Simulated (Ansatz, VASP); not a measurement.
TiO2: VASP beside Ansatz

Contents of POSCAR:

```
TiO2
1.0
    5.7844673473      0.0000000000      0.0000000000
   -2.8922336737      5.0094956701      0.0000000000
    0.0000000000      0.0000000000      6.5450430676
Ti O
3 6
Direct
    0.4661652025      0.0000000000      0.3333333333
    0.0000000000      0.4661652025      0.6666666667
    0.5338347975      0.5338347975      0.0000000000
    0.4189423308      0.2717377456      0.2136010424
    0.7282622544      0.1472045851      0.5469343757
    0.8527954149      0.5810576692      0.8802677091
    0.2717377456      0.4189423308      0.7863989576
    0.1472045851      0.7282622544      0.4530656243
    0.5810576692      0.8527954149      0.1197322909
```

INCAR.step1

```
PREC = Accurate ; ENCUT = 520
ISMEAR = 0 ; SIGMA = 0.05
LREAL = F ; LASPH = T
NELM = 60 ; NBANDS = 46
GGA = PE ; ALGO = Normal
EDIFF = 1E-4 ; LWAVE = T
LCHARG = F
```

File INCAR.step2:

```
PREC = Accurate ; ENCUT = 520
EDIFF = 1E-6 ; ISMEAR = 0
SIGMA = 0.05 ; LREAL = F
LASPH = T ; NELM = 60
ALGO = Normal ; ISIF = 2
LWAVE = F ; LCHARG = F
METAGGA = R2SCAN ; LMIXTAU = T
NBANDS = 46 ; ISTART = 1
```

File KPOINTS:

```
regular mesh
0
Gamma
  6 6 4
```

Input for Ansatz:

```yaml
crystal:
  lattice:
    - [5.7844673473, 0.0, 0.0]
    - [-2.8922336737, 5.0094956701, 0.0]
    - [0.0, 0.0, 6.5450430676]
  atoms:
    - { symbol: Ti, position: [0.4661652025, 0.0, 0.3333333333] }
    - { symbol: Ti, position: [0.0, 0.4661652025, 0.6666666667] }
    - { symbol: Ti, position: [0.5338347975, 0.5338347975, 0.0] }
    - { symbol: O, position: [0.4189423308, 0.2717377456, 0.2136010424] }
    - { symbol: O, position: [0.7282622544, 0.1472045851, 0.5469343757] }
    - { symbol: O, position: [0.8527954149, 0.5810576692, 0.8802677091] }
    - { symbol: O, position: [0.2717377456, 0.4189423308, 0.7863989576] }
    - { symbol: O, position: [0.1472045851, 0.7282622544, 0.4530656243] }
    - { symbol: O, position: [0.5810576692, 0.8527954149, 0.1197322909] }
basis:
  ecutwfc: 500
kpoints:
  mp_grid: { grid: [6, 6, 4] }
hamiltonian:
  xc: r2scan
scf:
  occupations: { method: gaussian, width: 0.05 }
output:
  forces: true
  stress: true
  eigenvalues: true
```

Change from the starting cell: strain +0.040 along x and y, +0.080 along z, atoms carried along.

Alike in both runs: task single point; functional r2SCAN; k mesh 6 × 6 × 4; occupations gaussian, width 0.05 eV; no spin polarisation.

```csv
,VASP,Ansatz
version,VASP 6.6.1,Ansatz 0.2.0
potentials or method,"VASP PAW PBE potentials, release 64 (Ti_sv, O), cutoff 520 eV","scalar-relativistic, plane waves, PAW"
valence electrons in the cell,72,72
```

|  | VASP | Ansatz | Ansatz less VASP |
| --- | --- | --- | --- |
| gap on the k mesh at the Fermi level (eV) | 3.31 | 3.30 | -0.004 |
| least direct gap on the mesh (eV) | 3.31 | 3.30 | -0.004 |
| pressure (GPa) | -14.3 | -14.8 | -0.50 |
| traceless stress, the component that is largest in VASP (GPa) | -1.49 | -1.50 | -0.013 |
| rms of the force components (eV/Å) | 0.580 | 0.603 | +0.0232 |

VASP's potentials were made for PBE, not for r2SCAN. Atom by atom the forces differ by 0.025 eV/Å (rms over components). With one functional, cell and mesh, what is left measures potentials, basis and numerics.
